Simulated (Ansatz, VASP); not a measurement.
# TaAg2F6: VASP beside Ansatz

Contents of INCAR:

```
SYSTEM = TaAg2F6
ALGO = Normal
EDIFF = 1E-7
EDIFFG = -0.04
ENCUT = 700
GGA = PE
GGA_COMPAT = .FALSE.
IBRION = 2
ISIF = 3
ISMEAR = 0
LASPH = .TRUE.
LCHARG = .FALSE.
LREAL = .FALSE.
LWAVE = .FALSE.
NELM = 120
NELMIN = 4
NSW = 90
PREC = Accurate
SIGMA = 0.1
```

Contents of KPOINTS:

```
k-points
0
G
  4 4 4
  0 0 0
```

The input POSCAR:

```
TaAg2F6
1.0
    0.0000000000      3.8836445000      3.8836445000
    3.8836445000      0.0000000000      3.8836445000
    3.8836445000      3.8836445000      0.0000000000
Ta Ag F
1 2 6
Direct
    0.0000000000      0.0000000000      0.0000000000
    0.2500000000      0.2500000000      0.2500000000
    0.7500000000      0.7500000000      0.7500000000
    0.7500000000      0.2500000000      0.2500000000
    0.2500000000      0.7500000000      0.7500000000
    0.2500000000      0.7500000000      0.2500000000
    0.7500000000      0.2500000000      0.7500000000
    0.2500000000      0.2500000000      0.7500000000
    0.7500000000      0.7500000000      0.2500000000
```

Input for Ansatz:

```yaml
crystal:
  lattice:
    - [0.0, 3.8836445, 3.8836445]
    - [3.8836445, 0.0, 3.8836445]
    - [3.8836445, 3.8836445, 0.0]
  atoms:
    - { symbol: Ta, position: [0.0, 0.0, 0.0] }
    - { symbol: Ag, position: [0.25, 0.25, 0.25] }
    - { symbol: Ag, position: [0.75, 0.75, 0.75] }
    - { symbol: F, position: [0.75, 0.25, 0.25] }
    - { symbol: F, position: [0.25, 0.75, 0.75] }
    - { symbol: F, position: [0.25, 0.75, 0.25] }
    - { symbol: F, position: [0.75, 0.25, 0.75] }
    - { symbol: F, position: [0.25, 0.25, 0.75] }
    - { symbol: F, position: [0.75, 0.75, 0.25] }
basis:
  ecutwfc: 420
kpoints:
  mp_grid: { grid: [4, 4, 4] }
hamiltonian:
  xc: pbe
scf:
  occupations: { method: gaussian, width: 0.1 }
  lower_state_search: "off"
output:
  forces: true
  stress: true
  eigenvalues: true
relax:
  adjacent_minimum: "off"
  f_tol: 0.04
  max_steps: 70
  cell: { stress_tol: 0.4 }
```

Change from the starting cell: ordered vacancies on the cation sites of perovskite (Fm-3m, No. 225).

Alike in both runs: task relaxation of cell and atoms; functional PBE; k mesh 4 × 4 × 4; occupations gaussian, width 0.1 eV; no spin polarisation.

```csv
,VASP,Ansatz
version,VASP 6.6.1,Ansatz 0.2.0
potentials or method,"VASP PAW PBE potentials, release 64 (Ta_sv_GW, Ag_sv_GW, F), cutoff 700 eV","scalar-relativistic, plane waves, PAW"
valence electrons in the cell,93,93
```

|  | VASP | Ansatz | Ansatz less VASP |
| --- | --- | --- | --- |
| gap on the k mesh at the Fermi level, each at its own relaxed structure (eV) | none | none | - |
| relaxed volume (Å³/atom) | 17.55 | 18.16 | +0.613 |
| relaxed length of the cell vector where the two differ most in proportion (Å) | 6.067 | 6.137 | +0.0699 |

A gap of «none» marks a metal or a gap that the smearing closes.

Spin-orbit coupling is off throughout. Noted on VASP's run: the volume moved by over 15 % at a fixed basis, so the end points are rough.
